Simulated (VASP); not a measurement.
**TiO2: single point with RPBE**

The system is TiO2.

```
Ti O
1.0
     6.15358   -1.88347    0.00000
     6.15358    1.88347    0.00000
    -1.92833    0.00000    6.32897
Ti O
4 8
Direct
  0.90007 0.90007 0.28960
  0.19529 0.19529 0.28376
  0.09993 0.09993 0.71040
  0.80471 0.80471 0.71624
  0.36193 0.36193 0.29340
  0.26349 0.26349 0.65250
  0.86719 0.86719 0.99529
  0.73651 0.73651 0.34750
  0.94165 0.94165 0.63002
  0.13281 0.13281 0.00471
  0.63807 0.63807 0.70660
  0.05835 0.05835 0.36998
```

* Program: VASP 6.6.1
* Task: single point
* Functional: RPBE
* Potentials or basis: VASP PAW PBE potentials, release 64 (Ti_sv, O)
* Cutoff: 520 eV
* k mesh: 6 × 6 × 3
* Occupations: fermi-dirac, width 0.05 eV
* Spin: no spin polarisation

```json
{
 "Pressure": "3.5 GPa",
 "Largest force": "0.157 eV/Å",
 "Band gap on the k mesh": "2.79 eV (least direct gap 2.93 eV)"
}
```

Forces in eV/Å, atoms in the order of the input:
```
Ti   0.028  0.000 -0.060
Ti  -0.073  0.000 -0.139
Ti  -0.028  0.000  0.060
Ti   0.073  0.000  0.139
O    0.042  0.000 -0.017
O    0.054  0.000  0.059
O    0.010  0.000 -0.027
O   -0.054  0.000 -0.059
O    0.011  0.000  0.062
O   -0.010  0.000  0.027
O   -0.042  0.000  0.017
O   -0.011  0.000 -0.062
```

Stress tensor (GPa, compression positive):
```
 3.54  0.00 -0.05
 0.00  3.47  0.00
-0.05  0.00  3.52
```

Levels at points of the mesh, in eV from the valence-band top:
| k point | band 46 | band 47 | band 48 | band 49 | band 50 | band 51 |
| --- | --- | --- | --- | --- | --- | --- |
| (0.00, 0.00, 0.00) | -0.71 | -0.32 | -0.14 | 2.79 | 3.12 | 3.34 |
| (0.50, 0.00, 0.00) | -0.44 | -0.18 | -0.10 | 3.16 | 3.21 | 3.62 |
| (0.50, 0.50, 0.00) | -0.59 | -0.36 | -0.09 | 2.92 | 2.97 | 3.47 |

Run time: 9.9 min on 1 thread of Intel(R) Xeon(R) Platinum 8259CL CPU @ 2.50GHz (Skylake/Cascade Lake), on a shared host, peak memory 0.44 GiB.

Caveat: the cell stands under pressure; the PAW data sets were made with another functional, which shifts forces and pressure a little. A k mesh can miss the band edges.
